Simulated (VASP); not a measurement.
# Ta2W (I4/mmm) in VASP: further runs, part 2 of 2

VASP 6.6.1. The steps go on from the part before.

## 4. Relaxation of cell and atoms, PBE

Contents of INCAR:

```
ALGO     = Normal         # electronic algorithm
EDIFF    = 1E-7           # SCF threshold, eV
EDIFFG   = -0.04          # ionic threshold
ENCUT    = 600            # plane-wave cutoff, eV
GGA      = PE             # functional
IBRION   = 2              # ionic algorithm
ISIF     = 3              # what is computed and relaxed
ISMEAR   = 0              # smearing method
LASPH    = True           # aspherical terms in the spheres
LCHARG   = False          # write CHGCAR
LREAL    = False          # projectors in reciprocal space
LWAVE    = False          # write WAVECAR
NELM     = 80             # most SCF steps
NSW      = 90             # ionic steps
PREC     = Accurate       # precision mode
SIGMA    = 0.1            # smearing width, eV
```

Contents of KPOINTS:

```
k-points
0
Gamma
  8 8 8
```

Contents of POSCAR:

```
Ta2W
1.0
   -1.6181711600      1.6181711600      4.8545134900
    1.6181711600     -1.6181711600      4.8545134900
    1.6181711600      1.6181711600     -4.8545134900
Ta W
2 1
Direct
    0.6666666700      0.6666666700      0.0000000000
    0.3333333300      0.3333333300      0.0000000000
    0.0000000000      0.0000000000      0.0000000000
```

Potentials or basis: VASP PAW PBE potentials, release 64 (Ta_pv, W_sv).

On the command line:

```sh
> cat potpaw_PBE.64/Ta_pv/POTCAR potpaw_PBE.64/W_sv/POTCAR > POTCAR
> mpirun -np 1 vasp_std > vasp.out
```

OUTCAR:

```text
EDIFF = 1E-7
   EDIFFG = -0.04
   ENCUT = 600
   GGA = PE
   IBRION = 2
   ISIF = 3
   ISMEAR = 0
   LASPH = True
   LREAL = False
   NELM = 80
   NSW = 90
   PREC = Accurate

 ion  position               nearest neighbor table
   1  0.667  0.667  0.000-   2 2.80   2 2.80   2 2.80   2 2.80   3 2.80   3 2.80   3 2.80   3 2.80
                             3 3.24   2 3.24
   2  0.333  0.333  0.000-   1 2.80   1 2.80   1 2.80   1 2.80   3 2.80   3 2.80   3 2.80   3 2.80
                             3 3.24   1 3.24
   3  0.000  0.000  0.000-   1 2.80   2 2.80   1 2.80   2 2.80   1 2.80   2 2.80   2 2.80   1 2.80
                             1 3.24   2 3.24

  LATTYP: Found a body centered tetragonal cell.
 ALAT       =     3.2363423200
 C/A-ratio  =     3.0000000062

  Lattice vectors:

 A1 = (  -1.6181711600,   1.6181711600,   4.8545134900)
 A2 = (   1.6181711600,  -1.6181711600,   4.8545134900)
 A3 = (   1.6181711600,   1.6181711600,  -4.8545134900)

Analysis of symmetry for initial positions (statically):
=====================================================================
 Subroutine PRICEL returns:
 Original cell was already a primitive cell.

 Routine SETGRP: Setting up the symmetry group for a
 body centered tetragonal supercell.

 Subroutine GETGRP returns: Found 16 space group operations
 (whereof 16 operations were pure point group operations)
 out of a pool of 16 trial point group operations.

The static configuration has the point symmetry D_4h.

Analysis of symmetry for dynamics (positions and initial velocities):
=====================================================================
 Subroutine PRICEL returns:
 Original cell was already a primitive cell.

 Routine SETGRP: Setting up the symmetry group for a
 body centered tetragonal supercell.

 Subroutine GETGRP returns: Found 16 space group operations
 (whereof 16 operations were pure point group operations)
 out of a pool of 16 trial point group operations.

The dynamic configuration has the point symmetry D_4h.
[... 124 lines left out ...]
  Thomas-Fermi vector in A             =   2.575724
   LORBIT       =      0    0 simple, 1 ext, 2 COOP (PROOUT), +10 PAW based schemes
   GGA     = PE    functional components
   LHFCALC =     F    Hartree Fock is set to
   AEXX    =    0.0000 exact exchange contribution
   IVDW    =     0    specifies the selected vdW correction
   LEPSILON=     F    determine dielectric tensor
   LRPA    =     F    only Hartree local field effects (RPA)
 conjugate gradient relaxation of ions
 non-spin polarized calculation
 Gauss-broadening in eV      SIGMA  =   0.10
  energy-cutoff  :      600.00
  volume of cell :       50.85
 maximum number of plane-waves:      1736
 NGX is ok and might be reduce to    48
   NGX = 21   NGY = 21   NGZ = 21

--------------------------------------- Ionic step        1  -------------------------------------------

 number of electron      36.0000001 magnetization

 Free energy of the ion-electron system (eV)
  ---------------------------------------------------
  ext. energy  EPLUGINS =         0.00000000
  ---------------------------------------------------
  free energy    TOTEN  =       -36.71522092 eV

  energy without entropy =      -36.70170603  energy(sigma->0) =      -36.70846347

------------------------ aborting loop because EDIFF is reached ----------------------------------------

  FORCE on cell =-STRESS in cart. coord.  units (eV):
  Direction    XX          YY          ZZ          XY          YZ          ZX
  --------------------------------------------------------------------------------------
  -------------------------------------------------------------------------------------
  Total        2.1173752      2.1173752      1.7315064      0.0000000     -0.0000000     -0.0000000
  in kB       66.7196528     66.7196528     54.5607179      0.0000000     -0.0000000     -0.0000000
  external PRESSURE =      62.6666745 kB  Pullay stress =       0.0000000 kB
[... 283 lines left out ...]
--------------------------------------- Ionic step        9  -------------------------------------------

 number of electron      36.0000000 magnetization

 Free energy of the ion-electron system (eV)
  ---------------------------------------------------
  ext. energy  EPLUGINS =         0.00000000
  ---------------------------------------------------
  free energy    TOTEN  =       -36.79700606 eV

  energy without entropy =      -36.77843189  energy(sigma->0) =      -36.78771897

 E-fermi :   6.9728     XC(G=0): -12.8712

 val. band max:        6.9660724282   @ k =  -0.2500   0.2500   0.2500
 cond. band min:       6.9804507691   @ k =  -0.3750   0.1250  -0.0000
 fundamental gap:      0.0143783410
 Fermi energy:         6.9727600284

 k-point     1 :       0.0000    0.0000    0.0000
  band No.  band energies     occupation
      1     -66.1914      2.00000
      2     -30.4712      2.00000
      3     -30.3718      2.00000
      4     -30.3718      2.00000
      5     -26.9901      2.00000
      6     -26.7388      2.00000
[... 589 lines left out ...]
     21       9.7409      0.00000
     22      10.6179      0.00000

 [... further k-points ...]
[... 5 lines left out ...]
  --------------------------------------------------------------------------------------
  -------------------------------------------------------------------------------------
  Total        0.0012080      0.0012080     -0.0035836      0.0000000      0.0000000      0.0000000
  in kB        0.0368974      0.0368974     -0.1094562      0.0000000      0.0000000      0.0000000
  external PRESSURE =      -0.0118872 kB  Pullay stress =       0.0000000 kB
[... 18 lines left out ...]
  FREE ENERGIE OF THE ION-ELECTRON SYSTEM (eV)
  ---------------------------------------------------
  free  energy   TOTEN  =       -36.7970060555 eV

  energy  without entropy=      -36.7784318870  energy(sigma->0) =      -36.78771897

 reached required accuracy - stopping structural energy minimisation
```

It took 20 min on 1 thread of Intel Xeon 6975P-C, shared host; peak memory 0.41 GiB.

What came out:

```
Free energy                            : -36.7970 eV
Relaxed volume                         : 17.48 Å³/atom
Relaxed cell                           : a = 5.452 Å, b = 5.452 Å, c = 5.452 Å, α = 145.23°, β = 145.23°, γ = 49.99°
Space group after relaxing (to 0.05 Å) : I4/mmm (No. 139)
Energy gained by relaxing              : 27.3 meV/atom
Ionic steps                            : 9
Pressure after relaxing                : 0.0 GPa
Largest force after relaxing           : 0.011 eV/Å
Band gap on the k mesh                 : zero (band 18 reaches 7.76 eV, above the bottom of band 19 at 6.40 eV)
```

Forces in eV/Å, atoms in the order of the input:
```
Ta   0.000  0.000  0.011
Ta   0.000  0.000 -0.011
W    0.000  0.000  0.000
```

Step by step:
| step | energy change (eV) | largest force (eV/Å) | pressure (GPa) | volume (Å³) |
| --- | --- | --- | --- | --- |
| 1 | 0.0000 | 1.0262 | 6.27 | 50.85 |
| 2 | 0.0709 | 0.2657 | -12.90 | 55.88 |
| 3 | -0.0559 | 0.6387 | -2.26 | 52.78 |
| 4 | -0.0777 | 0.1231 | 0.84 | 52.24 |
| 5 | -0.0789 | 0.0170 | 0.23 | 52.34 |
| 6 | -0.0812 | 0.0059 | -0.13 | 52.46 |
| 7 | -0.0817 | 0.0035 | -0.40 | 52.54 |
| 8 | -0.0811 | 0.0287 | 0.88 | 52.26 |
| 9 | -0.0818 | 0.0110 | 0.00 | 52.45 |

Final structure:
```
Ta W
1.0
    -1.62900    1.62900    4.94175
     1.62900   -1.62900    4.94175
     1.62900    1.62900   -4.94175
Ta W
2 1
Cartesian
  0.0000 0.0000 6.5304
  0.0000 0.0000 3.3531
  0.0000 0.0000 0.0000
```

Caveat: spin-orbit coupling is left out, which moves the levels of the heavy elements.

## 5. Single point, PBE

This run uses another cell than the first one, of 17.46 Å³/atom, 1.030 times its volume.

Contents of INCAR:

```
SYSTEM = Ta2W
  PREC = Accurate
  ENCUT = 520
  EDIFF = 1E-6
  ISMEAR = 0
  SIGMA = 0.1
  LREAL = .False.
  LASPH = .True.
  NELM = 100
  ALGO = Fast
  ISIF = 2
  LWAVE = .False.
  LCHARG = .False.
  GGA = PE
  NBANDS = 25
```

Contents of KPOINTS:

```
Automatic mesh
0
Gamma
  20 20 20
  0 0 0
```

Contents of POSCAR:

```
Ta2W
1.0
   -1.6292786834      1.6292786834      4.9336586053
    1.6292786834     -1.6292786834      4.9336586053
    1.6292786834      1.6292786834     -4.9336586053
Ta W
2 1
Direct
    0.6608876813      0.6608876813      0.0000000000
    0.3391123187      0.3391123187      0.0000000000
    0.0000000000      0.0000000000      0.0000000000
```

Potentials or basis: VASP PAW PBE potentials, release 64 (Ta_pv, W_sv).

On the command line:

```sh
> cat potpaw_PBE.64/Ta_pv/POTCAR potpaw_PBE.64/W_sv/POTCAR > POTCAR
> mpirun -np 1 vasp_std > vasp.out
```

OUTCAR:

```text
SYSTEM = Ta2W
   PREC = Accurate
   ENCUT = 520
   EDIFF = 1E-6
   ISMEAR = 0
   LREAL = .False.
   LASPH = .True.
   NELM = 100
   ISIF = 2
   GGA = PE

 ion  position               nearest neighbor table
   1  0.661  0.661  0.000-   3 2.80   3 2.80   3 2.80   3 2.80   2 2.90   2 2.90   2 2.90   2 2.90
                             2 3.18   3 3.35
   2  0.339  0.339  0.000-   3 2.80   3 2.80   3 2.80   3 2.80   1 2.90   1 2.90   1 2.90   1 2.90
                             1 3.18   3 3.35
   3  0.000  0.000  0.000-   1 2.80   1 2.80   1 2.80   2 2.80   1 2.80   2 2.80   2 2.80   2 2.80
                             1 3.35   2 3.35

  LATTYP: Found a body centered tetragonal cell.
 ALAT       =     3.2585573668
 C/A-ratio  =     3.0281244428

  Lattice vectors:

 A1 = (  -1.6292786834,   1.6292786834,   4.9336586053)
 A2 = (   1.6292786834,  -1.6292786834,   4.9336586053)
 A3 = (   1.6292786834,   1.6292786834,  -4.9336586053)

Analysis of symmetry for initial positions (statically):
=====================================================================
 Subroutine PRICEL returns:
[... 168 lines left out ...]
  ext. energy  EPLUGINS =         0.00000000
  ---------------------------------------------------
  free energy    TOTEN  =       -36.80715873 eV

  energy without entropy =      -36.79261702  energy(sigma->0) =      -36.79988788

 E-fermi :   6.9732     XC(G=0): -12.8788

 val. band max:        6.9728586516   @ k =   0.4000   0.4000   0.1000
 cond. band min:       6.9752506889   @ k =  -0.3000   0.3000   0.3000
 fundamental gap:      0.0023920373
 Fermi energy:         6.9732287960

 k-point     1 :       0.0000    0.0000    0.0000
  band No.  band energies     occupation
      1     -66.1821      2.00000
      2     -30.4579      2.00000
      3     -30.3645      2.00000
      4     -30.3645      2.00000
      5     -26.9781      2.00000
      6     -26.7270      2.00000
[... 661 lines left out ...]
     24      11.4956      0.00000
     25      12.4067      0.00000

 [... further k-points ...]
[... 5 lines left out ...]
  --------------------------------------------------------------------------------------
  -------------------------------------------------------------------------------------
  Total        0.0706795      0.0706795      0.0813502      0.0000000      0.0000000      0.0000000
  in kB        2.1616430      2.1616430      2.4879937      0.0000000      0.0000000      0.0000000
  external PRESSURE =       2.2704265 kB  Pullay stress =       0.0000000 kB

 VOLUME and BASIS-vectors are now :
 -----------------------------------------------------------------------------
  energy-cutoff  :      520.00
  volume of cell :       52.39
      direct lattice vectors                 reciprocal lattice vectors
    -1.629278683  1.629278683  4.933658605     0.000000000  0.306884270  0.101344669
     1.629278683 -1.629278683  4.933658605     0.306884270  0.000000000  0.101344669
     1.629278683  1.629278683 -4.933658605     0.306884270  0.306884270  0.000000000

 POSITION                                       TOTAL-FORCE (eV/Angst)
 -----------------------------------------------------------------------------------
      0.00000      0.00000      6.52119        -0.000000     -0.000000      0.015140
      0.00000      0.00000      3.34613        -0.000000     -0.000000     -0.015140
      0.00000      0.00000      0.00000         0.000000      0.000000     -0.000000
 -----------------------------------------------------------------------------------
    total drift:                               -0.000000      0.000000     -0.000000

  FREE ENERGIE OF THE ION-ELECTRON SYSTEM (eV)
  ---------------------------------------------------
  free  energy   TOTEN  =       -36.8071587304 eV

  energy  without entropy=      -36.7926170221  energy(sigma->0) =      -36.79988788
```

OSZICAR:

```text
N       E                     dE             d eps       ncg     rms          rms(c)
DAV:   1     0.333815659897E+03    0.33382E+03   -0.19671E+04 32050   0.156E+03
DAV:   2    -0.267424905649E+02   -0.36056E+03   -0.35275E+03 36704   0.455E+02
DAV:   3    -0.381635186690E+02   -0.11421E+02   -0.11116E+02 40400   0.775E+01
DAV:   4    -0.383279864866E+02   -0.16447E+00   -0.16344E+00 37010   0.923E+00
DAV:   5    -0.383304900416E+02   -0.25036E-02   -0.25004E-02 41635   0.108E+00    0.272E+01
RMM:   6    -0.371394650024E+02    0.11910E+01   -0.13977E+00 32702   0.846E+00    0.122E+01
RMM:   7    -0.368184945606E+02    0.32097E+00   -0.13765E+00 35862   0.748E+00    0.121E+00
RMM:   8    -0.368074967992E+02    0.10998E-01   -0.15516E-01 38894   0.231E+00    0.101E+00
RMM:   9    -0.368068742850E+02    0.62251E-03   -0.36823E-02 45192   0.939E-01    0.215E-01
RMM:  10    -0.368070714914E+02   -0.19721E-03   -0.43240E-03 43525   0.375E-01    0.104E-01
RMM:  11    -0.368071614212E+02   -0.89930E-04   -0.88339E-04 46515   0.162E-01    0.478E-02
RMM:  12    -0.368071562629E+02    0.51583E-05   -0.99945E-05 45760   0.660E-02    0.526E-03
RMM:  13    -0.368071582994E+02   -0.20365E-05   -0.18307E-05 44803   0.298E-02    0.158E-03
RMM:  14    -0.368071587304E+02   -0.43097E-06   -0.29361E-06 31618   0.139E-02
   1 F= -.36807159E+02 E0= -.36799888E+02  d E =-.145417E-01
```

stdout:

```text
POSCAR found type information on POSCAR TaW
 POSCAR found :  2 types and       3 ions
 scaLAPACK will be used
 LDA part: xc-table for (Slater+PW92), standard interpolation
 POSCAR, INCAR and KPOINTS ok, starting setup
 FFT: planning ... GRIDC
 FFT: planning ... GRID_SOFT
 FFT: planning ... GRID
 WAVECAR not read
 entering main loop
WARNING in EDDRMM: call to ZHEGV failed, returncode =   6  3     20
WARNING in EDDRMM: call to ZHEGV failed, returncode =   8  4     23
WARNING in EDDRMM: call to ZHEGV failed, returncode =   8  4     25
WARNING in EDDRMM: call to ZHEGV failed, returncode =   8  4     24
```

Run time: 27 min. Hardware: 1 thread of Intel Xeon 6975P-C, shared host; peak memory 0.87 GiB.

Results:

- Free energy: -36.8072 eV
- Pressure: 0.2 GPa
- Largest force: 0.015 eV/Å
- Band gap on the k mesh: zero (band 18 reaches 7.78 eV, above the bottom of band 19 at 6.24 eV)

Forces in eV/Å, atoms in the order of the input:
```
Ta   0.000  0.000  0.015
Ta   0.000  0.000 -0.015
W    0.000  0.000  0.000
```

Levels at points of the mesh, in eV from the Fermi level:
```csv
k point,band 16,band 17,band 18,band 19,band 20,band 21
"(0.00, 0.00, 0.00)",0.21,0.21,0.26,2.22,2.22,2.53
"(0.50, 0.00, 0.00)",-0.93,-0.75,0.24,1.36,1.58,1.96
"(0.50, 0.50, 0.00)",-1.95,-0.54,-0.49,1.55,3.28,3.67
"(0.50, 0.50, 0.50)",0.09,0.58,0.58,0.70,0.74,0.87
```

Caveat: spin-orbit coupling is left out, which moves the levels of the heavy elements.

## 6. Overview

```tsv
task	cell	k mesh	cutoff (eV)	gap on the mesh (eV)	pressure (GPa)	largest force (eV/Å)
single point	a = 5.367 Å, angles 144.9, 144.9, 50.5°, 3 atoms	8 × 8 × 8	520	none	6.2	1.03
single point	a = 5.448 Å, angles 145.2, 145.2, 50.0°, 3 atoms	8 × 8 × 8	520	none	0.3	0.02
relaxation of cell and atoms	relaxed from a = 5.367 Å, angles 144.9, 144.9, 50.5°, 3 atoms	8 × 8 × 8	600	none	0.0	0.01
single point	a = 5.445 Å, angles 145.2, 145.2, 50.1°, 3 atoms	20 × 20 × 20	520	none	0.2	0.02
```

Alike in all rows: level PBE; potentials or basis VASP PAW PBE potentials, release 64 (Ta_pv, W_sv); no spin polarisation; smearing gaussian 0.1 eV.

Caveats: spin-orbit coupling is left out, which moves the levels of the heavy elements; forces of over 1 eV/Å act on the atoms, so gaps and moduli don't describe the material at rest (some runs).

Total energies depend on the potentials used, so only differences within one code and one set of settings carry meaning.
